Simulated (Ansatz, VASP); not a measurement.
K4Mg3VF12: VASP beside Ansatz

INCAR

```
ALGO = Normal ; EDIFF = 1E-6
ENCUT = 520 ; GGA = PS
ISIF = 2 ; ISMEAR = 0
LASPH = True ; LCHARG = False
LREAL = Auto ; LWAVE = False
NBANDS = 86 ; NELM = 60
PREC = Accurate ; SIGMA = 0.05
```

The input KPOINTS:

```
k-points
0
Gamma
  3 3 2
```

The input POSCAR:

```
K4Mg3VF12
1.0
    3.9897000000      3.9897000000      0.0000000000
   -3.9897000000      3.9897000000      0.0000000000
    0.0000000000      0.0000000000      7.9794000000
K V Mg F
4 1 3 12
Direct
    0.5000000000      0.0000000000      0.2512002981
    0.5000000000      0.0000000000      0.7487997019
    0.0000000000      0.5000000000      0.2512002981
    0.0000000000      0.5000000000      0.7487997019
    0.0000000000      0.0000000000      0.0000000000
    0.0000000000      0.0000000000      0.5000000000
    0.5000000000      0.5000000000      0.0000000000
    0.5000000000      0.5000000000      0.5000000000
    0.2562295092      0.7437704908      0.0000000000
    0.2502879233      0.7497120767      0.5000000000
    0.7437704908      0.2562295092      0.0000000000
    0.7497120767      0.2502879233      0.5000000000
    0.2562295092      0.2562295092      0.0000000000
    0.2502879233      0.2502879233      0.5000000000
    0.7437704908      0.7437704908      0.0000000000
    0.7497120767      0.7497120767      0.5000000000
    0.0000000000      0.0000000000      0.2567536721
    0.0000000000      0.0000000000      0.7432463279
    0.5000000000      0.5000000000      0.2510090051
    0.5000000000      0.5000000000      0.7489909949
```

Input for Ansatz:

```yaml
crystal:
  lattice:
    - [3.9897, 3.9897, 0.0]
    - [-3.9897, 3.9897, 0.0]
    - [0.0, 0.0, 7.9794]
  atoms:
    - { symbol: K, position: [0.5, 0.0, 0.2512002981] }
    - { symbol: K, position: [0.5, 0.0, 0.7487997019] }
    - { symbol: K, position: [0.0, 0.5, 0.2512002981] }
    - { symbol: K, position: [0.0, 0.5, 0.7487997019] }
    - { symbol: V, position: [0.0, 0.0, 0.0] }
    - { symbol: Mg, position: [0.0, 0.0, 0.5] }
    - { symbol: Mg, position: [0.5, 0.5, 0.0] }
    - { symbol: Mg, position: [0.5, 0.5, 0.5] }
    - { symbol: F, position: [0.2562295092, 0.7437704908, 0.0] }
    - { symbol: F, position: [0.2502879233, 0.7497120767, 0.5] }
    - { symbol: F, position: [0.7437704908, 0.2562295092, 0.0] }
    - { symbol: F, position: [0.7497120767, 0.2502879233, 0.5] }
    - { symbol: F, position: [0.2562295092, 0.2562295092, 0.0] }
    - { symbol: F, position: [0.2502879233, 0.2502879233, 0.5] }
    - { symbol: F, position: [0.7437704908, 0.7437704908, 0.0] }
    - { symbol: F, position: [0.7497120767, 0.7497120767, 0.5] }
    - { symbol: F, position: [0.0, 0.0, 0.2567536721] }
    - { symbol: F, position: [0.0, 0.0, 0.7432463279] }
    - { symbol: F, position: [0.5, 0.5, 0.2510090051] }
    - { symbol: F, position: [0.5, 0.5, 0.7489909949] }
basis:
  ecutwfc: 420
  ecutrho_ratio: 4
kpoints:
  mp_grid: { grid: [3, 3, 2] }
hamiltonian:
  xc: pbesol
scf:
  occupations: { method: gaussian, width: 0.05 }
  lower_state_search: "off"
  max_iter: 150
output:
  forces: true
  stress: true
  eigenvalues: true
  populations: true
  hubbard: { sites: [{ site: 4, l: d }] }
```

Alike in both runs: task single point; functional PBEsol; k mesh 3 × 3 × 2; occupations gaussian, width 0.05 eV; no spin polarisation.

```csv
,VASP,Ansatz
version,VASP 6.6.1,Ansatz 0.2.0
potentials or method,"VASP PAW PBE potentials, release 64 (K_sv, V_sv, Mg, F), cutoff 520 eV","scalar-relativistic, plane waves, PAW"
valence electrons in the cell,139,163
```

```csv
,VASP,Ansatz,Ansatz less VASP
gap on the k mesh at the Fermi level (eV),none,none,-
pressure (GPa),1.1,1.3,+0.25
rms of the force components (eV/Å),0.073,0.091,+0.0181
```

VASP's potentials were made for PBE, not for PBEsol. Atom by atom the forces differ by 0.018 eV/Å (rms over components). A gap of «none» marks a metal or a gap that the smearing closes. With one functional, cell and mesh, what is left measures potentials, basis and numerics. VASP's potentials hold 139 valence electrons a cell and Ansatz's 163, so a difference there can come from the potentials and not from the codes.

The k mesh is coarse, so the values compare programs but aren't converged.
